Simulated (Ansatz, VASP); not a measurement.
## Two plane-wave programs on AgCl6

INCAR

```
PREC = Accurate ; ENCUT = 600
EDIFF = 1E-7 ; ISMEAR = 0
SIGMA = 0.1 ; LREAL = False
LASPH = True ; NELM = 60
ALGO = Normal ; ISIF = 3
LWAVE = False ; LCHARG = False
GGA = PE ; IBRION = 2
NSW = 90 ; EDIFFG = -0.04
```

KPOINTS

```
regular mesh
0
Gamma
  4 4 4
```

The input POSCAR:

```
AgCl6
1.0
    5.6622094200      0.0000000000      0.0000000000
    0.0000000000      5.6622094200      0.0000000000
    0.0000000000      0.0000000000      5.6622094200
Ag Cl
1 6
Direct
    0.0000000000      0.0000000000      0.0000000000
    0.2070000000      0.5000000000      0.5000000000
    0.5000000000      0.2070000000      0.5000000000
    0.7930000000      0.5000000000      0.5000000000
    0.5000000000      0.7930000000      0.5000000000
    0.5000000000      0.5000000000      0.2070000000
    0.5000000000      0.5000000000      0.7930000000
```

Input for Ansatz:

```yaml
crystal:
  lattice:
    - [5.66220942, 0.0, 0.0]
    - [0.0, 5.66220942, 0.0]
    - [0.0, 0.0, 5.66220942]
  atoms:
    - { symbol: Ag, position: [0.0, 0.0, 0.0] }
    - { symbol: Cl, position: [0.207, 0.5, 0.5] }
    - { symbol: Cl, position: [0.5, 0.207, 0.5] }
    - { symbol: Cl, position: [0.793, 0.5, 0.5] }
    - { symbol: Cl, position: [0.5, 0.793, 0.5] }
    - { symbol: Cl, position: [0.5, 0.5, 0.207] }
    - { symbol: Cl, position: [0.5, 0.5, 0.793] }
basis:
  ecutwfc: 420
kpoints:
  mp_grid: { grid: [4, 4, 4] }
hamiltonian:
  xc: pbe
scf:
  occupations: { method: gaussian, width: 0.1 }
  lower_state_search: "off"
output:
  forces: true
  stress: true
  eigenvalues: true
relax:
  adjacent_minimum: "off"
  f_tol: 0.04
  max_steps: 70
  cell: { stress_tol: 0.4 }
```

Change from the starting cell: species swapped into the GdB6 type (Pm-3m, No. 221).

Alike in both runs: task relaxation of cell and atoms; functional PBE; k mesh 4 × 4 × 4; occupations gaussian, width 0.1 eV; no spin polarisation.

```csv
,VASP,Ansatz
version,VASP 6.6.1,Ansatz 0.2.0
potentials or method,"VASP PAW PBE potentials, release 64 (Ag, Cl), cutoff 600 eV","scalar-relativistic, plane waves, PAW"
valence electrons in the cell,53,61
```

```csv
,VASP,Ansatz,Ansatz less VASP
"gap on the k mesh at the Fermi level, each at its own relaxed structure (eV)",none,none,-
relaxed volume (Å³/atom),53.71,54.34,+0.637
relaxed length of the cell vector where the two differ most in proportion (Å),7.217,7.246,+0.0284
```

A gap of «none» marks a metal or a gap that the smearing closes. VASP's potentials hold 53 valence electrons a cell and Ansatz's 61, so a difference there can come from the potentials and not from the codes.

Noted on VASP's run: the volume moved by over 15 % at a fixed basis, so the end points are rough.
